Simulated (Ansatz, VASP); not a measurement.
## Two plane-wave programs on LiF

File INCAR:

```
SYSTEM = LiF
PREC = Accurate
ENCUT = 520
EDIFF = 1E-6
ISMEAR = 0
SIGMA = 0.05
LREAL = .False.
LASPH = .True.
NELM = 100
ALGO = Normal
ISIF = 2
LWAVE = .False.
LCHARG = .False.
GGA = PE
NBANDS = 18
```

The input KPOINTS:

```
regular mesh
0
Gamma
  9 9 6
  0 0 0
```

Contents of POSCAR:

```
LiF
1.0
    3.0467389106      0.0000000000      0.0000000000
   -1.5233694553      2.6385532953      0.0000000000
    0.0000000000      0.0000000000      5.1599570191
Li F
2 2
Direct
    0.3333333333      0.6666666667      0.3606709794
    0.6666666667      0.3333333333      0.8606709794
    0.3333333333      0.6666666667      0.9939266766
    0.6666666667      0.3333333333      0.4939266766
```

Input for Ansatz:

```yaml
crystal:
  lattice:
    - [3.0467389106, 0.0, 0.0]
    - [-1.5233694553, 2.6385532953, 0.0]
    - [0.0, 0.0, 5.1599570191]
  atoms:
    - { symbol: Li, position: [0.3333333333, 0.6666666667, 0.3606709794] }
    - { symbol: Li, position: [0.6666666667, 0.3333333333, 0.8606709794] }
    - { symbol: F, position: [0.3333333333, 0.6666666667, 0.9939266766] }
    - { symbol: F, position: [0.6666666667, 0.3333333333, 0.4939266766] }
basis:
  ecutwfc: 520.0
kpoints:
  mp_grid: { grid: [9, 9, 6] }
hamiltonian:
  xc: pbe
scf:
  occupations: { method: gaussian, width: 0.05 }
output:
  forces: true
  stress: true
  eigenvalues: true
```

Alike in both runs: task single point; functional PBE; k mesh 9 × 9 × 6; occupations gaussian, width 0.05 eV; no spin polarisation.

```csv
,VASP,Ansatz
version,VASP 6.6.1,Ansatz 0.2.0
potentials or method,"VASP PAW PBE potentials, release 64 (Li_sv, F), cutoff 520 eV","scalar-relativistic, plane waves, PAW"
valence electrons in the cell,20,20
```

Ansatz gave:

```
gap on the k mesh at the Fermi level (eV) : 7.62
least direct gap on the mesh (eV)         : 7.62
rms of the force components (eV/Å)        : 0.042
```

Problem. Which values does VASP return?

Solution. gap on the k mesh at the Fermi level (eV): 7.61; least direct gap on the mesh (eV): 7.61; rms of the force components (eV/Å): 0.041.

Atom by atom the forces differ by 0.001 eV/Å (rms over components).

Noted on VASP's run: the cutoff is short for stress, so the pressure is rough.
